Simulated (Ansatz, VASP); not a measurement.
One calculation of Hg, two programs

```
CELL_PARAMETERS angstrom
5.46670 0.00000 0.00000
-2.73335 4.73430 0.00000
0.00000 0.00000 3.18522
ATOMIC_POSITIONS crystal
Hg 0.33333 0.66667 0.50000
Hg 0.66667 0.33333 0.50000
Hg 0.00000 0.00000 0.00000
```

Alike in both runs: task relaxation of cell and atoms; functional PBEsol; k mesh 7 × 7 × 9; no spin polarisation.

|  | VASP | Ansatz |
| --- | --- | --- |
| version | VASP 6.6.1 | Ansatz 0.2.0 |
| potentials or method | VASP PAW PBE potentials, release 64 (Hg), cutoff 600 eV | plane waves, PAW |
| occupations | methfessel-paxton of order 1, width 0.1 eV | cold, width 0.1 eV |
| valence electrons in the cell | 36 | 60 |

|  | VASP | Ansatz | Ansatz less VASP |
| --- | --- | --- | --- |
| relaxed volume (Å³/atom) | 24.53 | 24.15 | -0.375 |
| relaxed length of the cell vector where the two differ most in proportion (Å) | 3.060 | 3.042 | -0.0178 |

VASP's potentials were made for PBE, not for PBEsol. VASP's potentials hold 36 valence electrons a cell and Ansatz's 60, so a difference there can come from the potentials and not from the codes. Ansatz's warnings: stress scf threshold loose.

Spin-orbit coupling is off throughout.
